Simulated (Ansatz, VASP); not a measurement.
# One calculation of Hf, two programs

```
Hf
1.0
     0.00000    2.22000    2.22000
     2.22000    0.00000    2.22000
     2.22000    2.22000    0.00000
Hf
1
Direct
  0.00000 0.00000 0.00000
```

Alike in both runs: task single point; functional r2SCAN; k mesh 8 × 8 × 8; occupations gaussian, width 0.1 eV; no spin polarisation.

|  | VASP | Ansatz |
| --- | --- | --- |
| version | VASP 6.6.1 | Ansatz 0.2.0 |
| potentials or method | VASP PAW PBE potentials, release 64 (Hf_pv), cutoff 550 eV | scalar-relativistic, plane waves, PAW |
| valence electrons in the cell | 10 | 26 |

```csv
,VASP,Ansatz,Ansatz less VASP
gap on the k mesh at the Fermi level (eV),none,none,-
pressure (GPa),2.4,2.9,+0.50
```

VASP's potentials were made for PBE, not for r2SCAN. A gap of «none» marks a metal or a gap that the smearing closes. VASP's potentials hold 10 valence electrons a cell and Ansatz's 26, so a difference there can come from the potentials and not from the codes.

Spin-orbit coupling is off throughout.
